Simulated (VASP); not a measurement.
GaH3:

```
CELL_PARAMETERS angstrom
4.81956 0.00000 0.00000
-2.40978 4.17386 0.00000
0.00000 0.00000 3.02837
ATOMIC_POSITIONS crystal
Ga 0.66667 0.33333 0.25000
Ga 0.33333 0.66667 0.75000
H 0.18189 0.36379 0.25000
H 0.18189 0.81811 0.25000
H 0.63621 0.81811 0.25000
H 0.36379 0.18189 0.75000
H 0.81811 0.18189 0.75000
H 0.81811 0.63621 0.75000
```

The cell was generated, and may not be a known phase.

```yaml
Program: VASP 6.6.1
Task: relaxation of cell and atoms
Functional: PBE
Potentials_or_basis: VASP PAW PBE potentials, release 64 (Ga_d, H)
Cutoff: 600 eV
k_mesh: 6 × 6 × 6
Occupations: gaussian, width 0.1 eV
Spin: no spin polarisation
```

At the start: pressure -1.0 GPa; volume 7.61 Å³/atom.

Where does the relaxation end?

Over 30 steps the energy falls by 189.7 meV/atom and the volume is 11.46 Å³/atom (+50.4 %); space group P6_3/mmc (No. 194, to 0.1 Å) before and after.

Step by step:
| step | energy change (eV) | largest force (eV/Å) | pressure (GPa) | volume (Å³) |
| --- | --- | --- | --- | --- |
| 1 | 0.0000 | 0.0063 | -0.96 | 60.92 |
| 2 | -0.1448 | 0.0248 | 0.53 | 60.49 |
| 3 | -0.4164 | 0.0952 | 5.60 | 58.89 |
| 4 | -0.4146 | 0.0839 | 6.78 | 58.56 |
| 5 | -0.4952 | 0.2413 | 3.58 | 61.44 |
| 6 | -0.5254 | 0.3734 | 1.83 | 63.08 |
| 7 | -0.5938 | 0.6257 | -0.99 | 66.37 |
| 8 | -0.6788 | 0.9686 | -4.75 | 73.02 |
| 9 | -0.6746 | 0.8680 | -3.84 | 70.73 |
| 10 | -0.6816 | 0.9108 | -4.25 | 71.66 |
| 11 | -0.7266 | 0.9372 | -4.31 | 72.77 |
| 12 | -0.7624 | 0.9729 | -4.25 | 74.24 |
| 13 | -0.7501 | 1.0715 | -3.95 | 77.15 |
| 14 | -0.7724 | 0.9950 | -4.14 | 75.24 |
| 15 | -0.8504 | 0.9346 | -3.46 | 74.96 |
| 16 | -1.0478 | 0.7414 | -1.26 | 74.11 |
| 17 | -1.2437 | 0.2097 | 4.28 | 72.42 |
| 18 | -1.2448 | 0.1398 | 5.00 | 72.24 |
| 19 | -1.3072 | 0.0730 | 3.99 | 73.86 |
| 20 | -1.3636 | 0.1300 | 1.52 | 78.83 |
| 21 | -1.3672 | 0.0917 | 1.92 | 77.86 |
| 22 | -1.4104 | 0.0045 | 0.94 | 80.10 |
| 23 | -1.4651 | 0.2261 | -1.33 | 86.71 |
| 24 | -1.4953 | 0.1441 | 0.21 | 87.50 |
| 25 | -1.4958 | 0.1325 | 0.43 | 87.61 |
| 26 | -1.5080 | 0.0368 | 0.64 | 88.48 |
| 27 | -1.5112 | 0.0340 | 0.83 | 89.13 |
| 28 | -1.5151 | 0.0117 | -0.01 | 90.78 |
| 29 | -1.5151 | 0.0124 | -0.01 | 90.80 |
| 30 | -1.5176 | 0.0388 | -0.10 | 91.64 |

Final structure:
```
Ga H
1.0
     6.53183    0.00000    0.00000
    -3.26592    5.65673    0.00000
     0.00000    0.00000    2.48032
Ga H
2 6
Direct
  0.66667 0.33333 0.25000
  0.33333 0.66667 0.75000
  0.21453 0.42905 0.25000
  0.21453 0.78547 0.25000
  0.57095 0.78547 0.25000
  0.42905 0.21453 0.75000
  0.78547 0.21453 0.75000
  0.78547 0.57095 0.75000
```

Caveat: the volume moved by over 15 % at a fixed basis, so the end points are rough.
